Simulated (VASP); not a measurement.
Crystal: HfGe (CsCl type).

```
Hf Ge
1.0
     3.16570    0.00000    0.00000
     0.00000    3.16570    0.00000
     0.00000    0.00000    3.16570
Hf Ge
1 1
Direct
  0.00000 0.00000 0.00000
  0.50000 0.50000 0.50000
```

| Quantity | Value |
| --- | --- |
| Program | VASP 6.6.1 |
| Task | relaxation of cell and atoms |
| Functional | PBEsol |
| Potentials or basis | VASP PAW PBE potentials, release 64 (Hf_pv, Ge_d) |
| Cutoff | 600 eV |
| k mesh | 13 × 13 × 13 |
| Occupations | fermi-dirac, width 0.05 eV |
| Spin | no spin polarisation |

At the start: pressure 21.6 GPa; volume 15.86 Å³/atom.

**Question.** Where does the relaxation end?

**Answer.** Over 18 steps the energy falls by 133.0 meV/atom and the volume is 18.07 Å³/atom (+13.9 %); space group Pm-3m (No. 221, to 0.05 Å).

Step by step:
```csv
step,energy change (eV),largest force (eV/Å),pressure (GPa),volume (Å³)
1,0.0000,0.0000,21.63,31.73
2,0.0847,0.0000,-15.02,42.61
3,-0.2658,0.0000,-0.52,36.28
4,-0.2661,0.0000,-0.13,36.16
5,-0.2660,0.0000,0.20,36.06
6,-0.2660,0.0000,0.19,36.06
7,-0.2660,0.0000,0.20,36.07
8,-0.2660,0.0000,0.20,36.07
9,-0.2660,0.0000,0.20,36.07
10,-0.2660,0.0000,0.20,36.07
11,-0.2660,0.0000,0.20,36.07
12,-0.2660,0.0000,0.20,36.07
13,-0.2660,0.0000,0.18,36.07
14,-0.2660,0.0000,0.17,36.07
15,-0.2661,0.0000,0.17,36.08
16,-0.2661,0.0000,0.15,36.08
17,-0.2661,0.0000,0.08,36.10
18,-0.2661,0.0000,-0.03,36.13
```

Final structure:
```
Hf Ge
1.0
     3.30593    0.00000    0.00000
     0.00000    3.30593    0.00000
     0.00000    0.00000    3.30593
Hf Ge
1 1
Cartesian
  3.3059 0.0000 0.0000
  1.6530 1.6530 1.6530
```

Caveat: the PAW data sets were made with another functional, which shifts forces and pressure a little.
